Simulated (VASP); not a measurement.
# Bi (Pm-3m) in VASP: a series of runs

Runs on Bi. Level: r2SCAN. Tasks: single point.

Everything below comes from runs of VASP 6.6.1. Logs are shortened: lines on timing, memory, paths and dates and some standing lists are left out, and cuts for length are marked.

## (1) The cell of the first run

Symmetry: Pm-3m, No. 221, cubic system. The conventional cell has a = 3.208 Å, b = 3.208 Å, c = 3.208 Å, α = 90.00°, β = 90.00°, γ = 90.00°. Bi (site symmetry m-3m) has 6 Bi at 3.21 Å within 4.2 Å.

This isn't the form of Bi at room conditions, which is rhombohedral.

## (2) Single point, r2SCAN (33.02 Å³/atom)

POSCAR

```
Bi
1.0
    3.2082225701      0.0000000000      0.0000000000
    0.0000000000      3.2082225701      0.0000000000
    0.0000000000      0.0000000000      3.2082225701
Bi
1
Direct
    0.0000000000      0.0000000000      0.0000000000
```

INCAR.step1

```
SYSTEM = Bi
  PREC = Accurate
  ENCUT = 520
  ISMEAR = -1
  SIGMA = 0.1
  LREAL = .False.
  LASPH = .True.
  NELM = 80
  NBANDS = 14
  GGA = PE
  ALGO = Normal
  EDIFF = 1E-4
  LWAVE = .True.
  LCHARG = .False.
```

INCAR.step2

```
SYSTEM = Bi
  PREC = Accurate
  ENCUT = 520
  EDIFF = 1E-6
  ISMEAR = -1
  SIGMA = 0.1
  LREAL = .False.
  LASPH = .True.
  NELM = 80
  ALGO = Normal
  ISIF = 2
  LWAVE = .False.
  LCHARG = .True.
  METAGGA = R2SCAN
  LMIXTAU = .True.
  LELF = .True.
  LVHAR = .True.
  NBANDS = 14
  ISTART = 1
```

KPOINTS

```
Automatic mesh
0
Gamma
  11 11 11
  0 0 0
```

Potentials or basis: VASP PAW PBE potentials, release 64 (Bi_d).

Started as:

```bash
> cat potpaw_PBE.64/Bi_d/POTCAR > POTCAR
> cp INCAR.step1 INCAR
> mpirun -np 1 vasp_std > vasp.out
> cp INCAR.step2 INCAR
> mpirun -np 1 vasp_std > vasp.out
```

OUTCAR:

```text
SYSTEM = Bi
   PREC = Accurate
   ENCUT = 520
   EDIFF = 1E-6
   ISMEAR = -1
   LREAL = .False.
   LASPH = .True.
   NELM = 80
   ISIF = 2
   METAGGA = R2SCAN
   ISTART = 1

 ion  position               nearest neighbor table
   1  0.000  0.000  0.000-

  LATTYP: Found a simple cubic cell.
 ALAT       =     3.2082225701

  Lattice vectors:

 A1 = (   3.2082225701,   0.0000000000,   0.0000000000)
 A2 = (   0.0000000000,   3.2082225701,   0.0000000000)
 A3 = (   0.0000000000,   0.0000000000,   3.2082225701)

Analysis of symmetry for initial positions (statically):
=====================================================================
 Subroutine PRICEL returns:
 Original cell was already a primitive cell.

 Routine SETGRP: Setting up the symmetry group for a
 simple cubic supercell.

 Subroutine GETGRP returns: Found 48 space group operations
 (whereof 48 operations were pure point group operations)
 out of a pool of 48 trial point group operations.

The static configuration has the point symmetry O_h .

Analysis of symmetry for dynamics (positions and initial velocities):
=====================================================================
 Subroutine PRICEL returns:
 Original cell was already a primitive cell.

 Routine SETGRP: Setting up the symmetry group for a
 simple cubic supercell.

 Subroutine GETGRP returns: Found 48 space group operations
 (whereof 48 operations were pure point group operations)
 out of a pool of 48 trial point group operations.

The dynamic configuration has the point symmetry O_h .

 Subroutine INISYM returns: Found 48 space group operations
 (whereof 48 operations are pure point group operations),
 and found     1 'primitive' translations

----------------------------------------------------------------------------------------

                                     Primitive cell

  volume of cell :      33.0212

  direct lattice vectors                    reciprocal lattice vectors
     3.208222570  0.000000000  0.000000000     0.311699073  0.000000000  0.000000000
     0.000000000  3.208222570  0.000000000     0.000000000  0.311699073  0.000000000
     0.000000000  0.000000000  3.208222570     0.000000000  0.000000000  0.311699073

  length of vectors
     3.208222570  3.208222570  3.208222570     0.311699073  0.311699073  0.311699073

  position of ions in fractional coordinates (direct lattice)
     0.000000000  0.000000000  0.000000000

  ion indices of the primitive-cell ions
   primitive index   ion index
                 1           1

----------------------------------------------------------------------------------------

 KPOINTS: Automatic mesh

Automatic generation of k-mesh.
 Grid dimensions read from file:
 generate k-points for:   11   11   11

 Generating k-lattice:

  Cartesian coordinates                     Fractional coordinates (reciprocal lattice)
     0.028336279  0.000000000  0.000000000     0.090909091  0.000000000  0.000000000
     0.000000000  0.028336279  0.000000000     0.000000000  0.090909091  0.000000000
     0.000000000  0.000000000  0.028336279     0.000000000  0.000000000  0.090909091

  Length of vectors
     0.028336279  0.028336279  0.028336279

  Shift w.r.t. Gamma in fractional coordinates (k-lattice)
     0.000000000  0.000000000  0.000000000

 Subroutine IBZKPT returns following result:
 ===========================================

 Found     56 irreducible k-points:

 Following reciprocal coordinates:
            Coordinates               Weight
  0.000000  0.000000  0.000000      1.000000
  0.090909  0.000000  0.000000      6.000000
  0.181818  0.000000  0.000000      6.000000
  0.272727  0.000000  0.000000      6.000000
  0.363636  0.000000  0.000000      6.000000
  0.454545  0.000000  0.000000      6.000000
[... 16 lines left out ...]
  0.181818  0.090909  0.090909     24.000000
  0.272727  0.090909  0.090909     24.000000
 [... further k-points ...]
   k-points           NKPTS =     56   k-points in BZ     NKDIM =     56   number of bands    NBANDS=     14
   number of dos      NEDOS =    301   number of ions     NIONS =      1
   total plane-waves  NPLWV =  13824
   dimension x,y,z NGX =    24 NGY =   24 NGZ =   24
   dimension x,y,z NGXF=    48 NGYF=   48 NGZF=   48
   ions per type =               1
   NGX,Y,Z   is equivalent  to a cutoff of  12.44, 12.44, 12.44 a.u.
   NGXF,Y,Z  is equivalent  to a cutoff of  24.87, 24.87, 24.87 a.u.
 SYSTEM =  Bi
   PREC   = accura    normal or accurate (medium, high low for compatibility)
   ISTART =      1    job   : 0-new  1-cont  2-samecut
   ICHARG =      0    charge: 1-file 2-atom 10-const
   ISPIN  =      1    spin polarized calculation?
   LNONCOLLINEAR =      F non collinear calculations
   LSORBIT =      F    spin-orbit coupling
   LASPH  =      T    aspherical Exc in radial PAW
   ENCUT  =  520.0 eV  38.22 Ry    6.18 a.u.   5.97  5.97  5.97*2*pi/ulx,y,z
   NELM   =     80;   NELMIN=  2; NELMDL=  0     # of ELM steps
   EDIFF  = 0.1E-05   stopping-criterion for ELM
   LREAL  =      F    real-space projection
   EDIFFG = 0.1E-04   stopping-criterion for IOM
   NSW    =      0    number of steps for IOM
   IBRION =     -1    ionic relax: 0-MD 1-quasi-New 2-CG
   NFREE  =      0    steps in history (QN), initial steepest desc. (CG)
   ISIF   =      2    stress and relaxation
   ISYM   =      2    0-nonsym 1-usesym 2-fastsym
   POTIM  = 0.5000    time-step for ionic-motion
   TEBEG  =    0.0;   TEEND  =   0.0 temperature during run
   PSTRESS=    0.0 pullay stress
   NELECT =      15.0000    total number of electrons
   NUPDOWN=      -1.0000    fix difference up-down
   EMIN   =  10.00;   EMAX   =-10.00  energy-range for DOS
   EFERMI =   0.00;   METHOD = LEGACY
   ISMEAR =    -1;   SIGMA  =   0.10  broadening in eV -4-tet -1-fermi 0-gaus
   EFERMI_NEDOS =   21; number of points for ismear=-14 and -15
   IALGO  =     38    algorithm
   IMIX   =      4    mixing-type and parameters
     AMIX     =   0.40;   BMIX     =  1.00
     AMIX_MAG =   1.60;   BMIX_MAG =  1.00
  volume/ion in A,a.u.               =      33.02       222.84
  Fermi-wavevector in a.u.,A,eV,Ry     =   1.258464  2.378152 21.547974  1.583731
  Thomas-Fermi vector in A             =   2.392072
   LORBIT       =      0    0 simple, 1 ext, 2 COOP (PROOUT), +10 PAW based schemes
   METAGGA = R2SCAN    functional components
   LHFCALC =     F    Hartree Fock is set to
   AEXX    =    0.0000 exact exchange contribution
   IVDW    =     0    specifies the selected vdW correction
   LEPSILON=     F    determine dielectric tensor
   LRPA    =     F    only Hartree local field effects (RPA)
 non-spin polarized calculation
  energy-cutoff  :      520.00
  volume of cell :       33.02
 maximum number of plane-waves:       906
 NGX is ok and might be reduce to    24
   NGX = 11   NGY = 11   NGZ = 11

 number of electron      15.0000012 magnetization

 Free energy of the ion-electron system (eV)
  ---------------------------------------------------
  ext. energy  EPLUGINS =         0.00000000
  ---------------------------------------------------
  free energy    TOTEN  =       -58.42312446 eV

  energy without entropy =      -58.40425074  energy(sigma->0) =      -58.41368760

 E-fermi :   6.9430     XC(G=0): -10.5856

 val. band max:        6.8222259842   @ k =   0.1818   0.0909   0.0000
 cond. band min:       6.9430795268   @ k =   0.1818   0.0909   0.0909
 fundamental gap:      0.1208535427
 Fermi energy:         6.9429879483

 k-point     1 :       0.0000    0.0000    0.0000
  band No.  band energies     occupation
      1     -16.7611      2.00000
      2     -16.7611      2.00000
      3     -16.3560      2.00000
      4     -16.3560      2.00000
      5     -16.3560      2.00000
      6      -7.0124      2.00000
      7      10.3814      0.00000
      8      10.3814      0.00000
      9      10.3814      0.00000
     10      14.2482      0.00000
     11      15.3381      0.00000
     12      15.3381      0.00000
     13      25.0442      0.00000
     14      25.0442      0.00000

 k-point     2 :       0.0909    0.0000    0.0000
  band No.  band energies     occupation
      1     -16.7598      2.00000
      2     -16.7348      2.00000
      3     -16.3644      2.00000
      4     -16.3644      2.00000
      5     -16.3554      2.00000
      6      -6.8981      2.00000
      7       8.9926      0.00000
      8      10.5095      0.00000
      9      10.5095      0.00000
     10      14.6304      0.00000
     11      15.4244      0.00000
     12      16.6394      0.00000
     13      24.2605      0.00000
     14      24.7796      0.00000

 k-point     3 :       0.1818    0.0000    0.0000
  band No.  band energies     occupation
      1     -16.7560      2.00000
      2     -16.6644      2.00000
      3     -16.3869      2.00000
      4     -16.3869      2.00000
      5     -16.3536      2.00000
      6      -6.5622      2.00000
      7       6.7015      1.83590
      8      10.8755      0.00000
      9      10.8755      0.00000
     10      14.9910      0.00000
     11      15.6847      0.00000
     12      19.4574      0.00000
     13      22.7502      0.00000
     14      23.6791      0.00000

 k-point     4 :       0.2727    0.0000    0.0000
  band No.  band energies     occupation
      1     -16.7511      2.00000
      2     -16.5722      2.00000
      3     -16.4161      2.00000
      4     -16.4161      2.00000
      5     -16.3511      2.00000
      6      -6.0354      2.00000
      7       4.5244      2.00000
      8      11.4177      0.00000
      9      11.4177      0.00000
     10      15.4930      0.00000
     11      16.1233      0.00000
     12      21.2023      0.00000
     13      21.7199      0.00000
     14      22.1674      0.00000

 k-point     5 :       0.3636    0.0000    0.0000
  band No.  band energies     occupation
      1     -16.7466      2.00000
      2     -16.4876      2.00000
      3     -16.4428      2.00000
      4     -16.4428      2.00000
      5     -16.3490      2.00000
      6      -5.4117      2.00000
      7       2.7445      2.00000
      8      12.0086      0.00000
      9      12.0086      0.00000
     10      16.1971      0.00000
     11      16.7466      0.00000
[... 276 lines left out ...]
 k-point    22 :       0.0909    0.0909    0.0909
  band No.  band energies     occupation
      1     -16.7194      2.00000
      2     -16.7194      2.00000
      3     -16.3729      2.00000
      4     -16.3720      2.00000
      5     -16.3720      2.00000
      6      -6.6700      2.00000
      7       9.1184      0.00000
      8       9.3072      0.00000
      9       9.3072      0.00000
     10      16.2881      0.00000
     11      16.9575      0.00000
     12      16.9575      0.00000
     13      22.9912      0.00000
     14      22.9912      0.00000

 k-point    23 :       0.1818    0.0909    0.0909
  band No.  band energies     occupation
      1     -16.7158      2.00000
      2     -16.6481      2.00000
      3     -16.3957      2.00000
      4     -16.3949      2.00000
      5     -16.3704      2.00000
      6      -6.3347      2.00000
      7       6.9431      0.99954
      8       9.5463      0.00000
      9       9.6625      0.00000
     10      16.7396      0.00000
     11      17.1969      0.00000
     12      19.5229      0.00000
     13      21.2135      0.00000
     14      21.6512      0.00000

 k-point    24 :       0.2727    0.0909    0.0909
  band No.  band energies     occupation
      1     -16.7111      2.00000
      2     -16.5547      2.00000
      3     -16.4256      2.00000
      4     -16.4247      2.00000
      5     -16.3679      2.00000
      6      -5.8090      2.00000
      7       4.7625      2.00000
      8      10.0969      0.00000
      9      10.1966      0.00000
     10      16.9887      0.00000
     11      17.4948      0.00000
     12      19.7059      0.00000
     13      19.7771      0.00000
     14      22.8478      0.00000

 [... further k-points ...]

------------------------ aborting loop because EDIFF is reached ----------------------------------------

  FORCE on cell =-STRESS in cart. coord.  units (eV):
  Direction    XX          YY          ZZ          XY          YZ          ZX
  --------------------------------------------------------------------------------------
  -------------------------------------------------------------------------------------
  Total        0.5117266      0.5117266      0.5117266     -0.0000000      0.0000000      0.0000000
  in kB       24.8287664     24.8287664     24.8287664     -0.0000000      0.0000000      0.0000000
  external PRESSURE =      24.8287664 kB  Pullay stress =       0.0000000 kB

 VOLUME and BASIS-vectors are now :
 -----------------------------------------------------------------------------
  energy-cutoff  :      520.00
  volume of cell :       33.02
      direct lattice vectors                 reciprocal lattice vectors
     3.208222570  0.000000000  0.000000000     0.311699073  0.000000000  0.000000000
     0.000000000  3.208222570  0.000000000     0.000000000  0.311699073  0.000000000
     0.000000000  0.000000000  3.208222570     0.000000000  0.000000000  0.311699073

 POSITION                                       TOTAL-FORCE (eV/Angst)
 -----------------------------------------------------------------------------------
      0.00000      0.00000      0.00000         0.000000      0.000000      0.000000
 -----------------------------------------------------------------------------------
    total drift:                               -0.000000      0.000000      0.000000

  FREE ENERGIE OF THE ION-ELECTRON SYSTEM (eV)
  ---------------------------------------------------
  free  energy   TOTEN  =       -58.4231244620 eV

  energy  without entropy=      -58.4042507369  energy(sigma->0) =      -58.41368760
```

Run time: 43 s. Hardware: 1 thread of Intel Xeon 6975P-C (Granite Rapids), shared host; peak memory 0.15 GiB.

Results:

```yaml
Free_energy: -58.4231 eV
Pressure: 2.5 GPa
Band_gap_on_the_k_mesh: zero (an odd number of electrons rules out a gap without spin polarisation)
```

Levels at points of the mesh, in eV from the Fermi level:
| k point | band 5 | band 6 | band 7 | band 8 | band 9 | band 10 |
| --- | --- | --- | --- | --- | --- | --- |
| (0.00, 0.00, 0.00) | -23.30 | -13.96 | 3.44 | 3.44 | 3.44 | 7.31 |

Caveat: the PAW data sets were made with another functional, which shifts forces and pressure a little; spin-orbit coupling is left out, which moves the levels of the heavy elements.

## (3) Single point, r2SCAN

This run uses another cell than the first one, of 34.40 Å³/atom.

POSCAR

```
Bi
1.0
    3.2521762864      0.0000000000      0.0000000000
    0.0000000000      3.2521762864      0.0000000000
    0.0000000000      0.0000000000      3.2521762864
Bi
1
Direct
    0.0000000000      0.0000000000      0.0000000000
```

INCAR.step1

```
SYSTEM = Bi
PREC     = Accurate       ! precision mode
ENCUT    = 520            ! plane-wave cutoff, eV
ISMEAR   = -1             ! smearing method
SIGMA    = 0.1            ! smearing width, eV
LREAL    = .FALSE.        ! projectors in reciprocal space
LASPH    = .TRUE.         ! aspherical terms in the spheres
NELM     = 100            ! most SCF steps
NBANDS   = 14             ! bands
GGA      = PE             ! functional
ALGO     = Normal         ! electronic algorithm
EDIFF    = 1E-4           ! SCF threshold, eV
LWAVE    = .TRUE.         ! write WAVECAR
LCHARG   = .FALSE.        ! write CHGCAR
```

INCAR.step2

```
SYSTEM = Bi
PREC     = Accurate       ! precision mode
ENCUT    = 520            ! plane-wave cutoff, eV
EDIFF    = 1E-7           ! SCF threshold, eV
ISMEAR   = -1             ! smearing method
SIGMA    = 0.1            ! smearing width, eV
LREAL    = .FALSE.        ! projectors in reciprocal space
LASPH    = .TRUE.         ! aspherical terms in the spheres
NELM     = 100            ! most SCF steps
ALGO     = Normal         ! electronic algorithm
ISIF     = 2              ! what is computed and relaxed
LWAVE    = .FALSE.        ! write WAVECAR
LCHARG   = .FALSE.        ! write CHGCAR
METAGGA  = R2SCAN         ! meta-GGA
LMIXTAU  = .TRUE.       
NBANDS   = 14             ! bands
ISTART   = 1
```

KPOINTS

```
Automatic mesh
0
G
  10 10 10
  0 0 0
```

Potentials or basis: VASP PAW PBE potentials, release 64 (Bi_d).

Started as:

```bash
> cat potpaw_PBE.64/Bi_d/POTCAR > POTCAR
> cp INCAR.step1 INCAR
> mpirun -np 1 vasp_std > vasp.out
> cp INCAR.step2 INCAR
> mpirun -np 1 vasp_std > vasp.out
```

Run time: 41 s. Hardware: 1 thread of Intel Xeon 6975P-C (Granite Rapids), shared host; peak memory 0.15 GiB.

Results (log left out):

```yaml
Free_energy: -58.4418 eV
Pressure: 0.0 GPa
Band_gap_on_the_k_mesh: zero (an odd number of electrons rules out a gap without spin polarisation)
```

Levels at points of the mesh, in eV from the Fermi level:
| k point | band 4 | band 5 | band 6 | band 7 | band 8 | band 9 | band 10 | band 11 |
| --- | --- | --- | --- | --- | --- | --- | --- | --- |
| (0.00, 0.00, 0.00) | -23.27 | -23.27 | -13.66 | 3.34 | 3.34 | 3.34 | 7.08 | 8.28 |
| (0.50, 0.00, 0.00) | -23.33 | -23.26 | -11.65 | -5.15 | 5.31 | 5.31 | 10.40 | 10.77 |
| (0.50, 0.50, 0.00) | -23.35 | -23.14 | -9.64 | -3.27 | -3.27 | 3.14 | 7.38 | 12.82 |
| (0.50, 0.50, 0.50) | -23.14 | -23.14 | -7.56 | -1.49 | -1.49 | -1.49 | 5.85 | 5.85 |

Caveat: the PAW data sets were made with another functional, which shifts forces and pressure a little; spin-orbit coupling is left out, which moves the levels of the heavy elements.

The gap in the log of VASP goes by the Fermi energy; the results here count the filled bands.